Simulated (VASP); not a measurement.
Input of a VASP 6.6.1 run:

File INCAR:

```
SYSTEM = Hg
  ALGO = Fast
  EDIFF = 1E-6
  ENCUT = 520
  GGA = PS
  ISIF = 2
  ISMEAR = 0
  LASPH = .True.
  LCHARG = .False.
  LREAL = .False.
  LWAVE = .False.
  NBANDS = 32
  NELM = 100
  PREC = Accurate
  SIGMA = 0.05
```

File KPOINTS:

```
k-points
0
Gamma
  12 12 4
  0 0 0
```

Contents of POSCAR:

```
Hg
1.0
    3.4538501053      0.0000000000      0.0000000000
   -1.7269250527      2.9911219321      0.0000000000
    0.0000000000      0.0000000000     10.9346720067
Hg
4
Direct
    0.0000000000      0.0000000000      0.0000000000
    0.3333333300      0.6666666700      0.2500000000
    0.0000000000      0.0000000000      0.5000000000
    0.6666666700      0.3333333300      0.7500000000
```

Potentials or basis: VASP PAW PBE potentials, release 64 (Hg).

The run is started by

```bash
$ cat potpaw_PBE.64/Hg/POTCAR > POTCAR
$ mpirun -np 1 vasp_std > vasp.out
```

(1) Predict the band gap on the k mesh.

(2) What does it give for the pressure?

## Answers

(1) zero (bands 24 and 25 overlap by 0.42 eV).

(2) -2.4 GPa.

Caveat: the cell differs from its parent crystal (strained); the PAW data sets were made with another functional, which shifts forces and pressure a little; spin-orbit coupling is left out, which moves the levels of the heavy elements.
